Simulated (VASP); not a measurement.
The system is BaZrO3.

```
CELL_PARAMETERS angstrom
4.13469 0.00000 0.00000
0.00000 4.13469 0.00000
0.00000 0.00000 4.13469
ATOMIC_POSITIONS crystal
Ba 0.00000 0.00000 0.00000
Zr 0.50000 0.50000 0.50000
O 0.50000 0.50000 0.00000
O 0.50000 0.00000 0.50000
O 0.00000 0.50000 0.50000
```

Base run:

| Item | Value |
| --- | --- |
| Program | VASP 6.6.1 |
| Functional | LDA |
| Potentials or basis | VASP PAW LDA potentials, release 64 (Ba_sv, Zr_sv, O) |
| Cutoff | 520 eV |
| k mesh | 6 × 6 × 6 |
| Occupations | fermi-dirac, width 0.05 eV |
| Spin | no spin polarisation |

Its results: band gap on the k mesh 3.15 eV, indirect (least direct gap 3.32 eV); pressure 3.2 GPa.

The run is repeated on the same cell with these changes: functional from LDA to PBE; potentials or basis from VASP PAW LDA potentials, release 64 (Ba_sv, Zr_sv, O) to VASP PAW PBE potentials, release 64 (Ba_sv, Zr_sv, O_h); cutoff from 520 eV to 910 eV. What comes out?

Band gap on the k mesh 3.28 eV, indirect (least direct gap 3.45 eV); pressure 12.5 GPa.

Caveats: spin-orbit coupling is left out, which moves the levels of the heavy elements; the cutoff is under 1.25 times the usual one of these potentials, so pressure, stress and relaxed cells hold a basis-set (Pulay) error (some runs).

A k mesh can miss the band edges.
